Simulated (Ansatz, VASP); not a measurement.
One calculation of Ga, two programs

INCAR

```
ALGO = Normal
EDIFF = 1E-6
ENCUT = 500
GGA = PS
GGA_COMPAT = False
ISIF = 2
ISMEAR = -1
LASPH = True
LCHARG = True
LELF = True
LREAL = False
LVHAR = True
LWAVE = False
NBANDS = 12
NELM = 120
PREC = Accurate
SIGMA = 0.1
```

Contents of KPOINTS:

```
k-points
0
Gamma
  15 15 15
```

The input POSCAR:

```
Ga
1.0
   -1.6280998633      1.6280998633      1.6280998633
    1.6280998633     -1.6280998633      1.6280998633
    1.6280998633      1.6280998633     -1.6280998633
Ga
1
Direct
    0.0000000000      0.0000000000      0.0000000000
```

Input for Ansatz:

```yaml
crystal:
  lattice:
    - [-1.6280998633, 1.6280998633, 1.6280998633]
    - [1.6280998633, -1.6280998633, 1.6280998633]
    - [1.6280998633, 1.6280998633, -1.6280998633]
  atoms:
    - { symbol: Ga, position: [0.0, 0.0, 0.0] }
hamiltonian:
  xc: pbesol
  pseudopotentials:
    kind: paw
    azcp:
      Ga: "pseudopotentials/Ga.paw.azcp"
basis:
  ecutwfc: 420
  fft_grid_basis: typed
kpoints:
  mp_grid: { grid: [15, 15, 15], shift: [0, 0, 0] }
magnetization:
  spin_polarized: false
scf:
  occupations: { method: fermi_dirac, width: 0.1 }
  lower_state_search: "off"
output:
  stress: true
```

Alike in both runs: task single point; functional PBEsol; k mesh 15 × 15 × 15; occupations fermi-dirac, width 0.1 eV; no spin polarisation.

|  | VASP | Ansatz |
| --- | --- | --- |
| version | VASP 6.6.1 | Ansatz 0.2.0 |
| potentials or method | VASP PAW PBE potentials, release 64 (Ga_d), cutoff 500 eV | plane waves (420 eV) with PAW, scalar-relativistic |
| valence electrons in the cell | 13 | 13 |

VASP gave:

```
pressure (GPa) : 2.6
```

What did Ansatz give for the same quantities?

Pressure (GPa): 2.5.

VASP's potentials were made for PBE, not for PBEsol, and Ansatz warns of the same on its side.
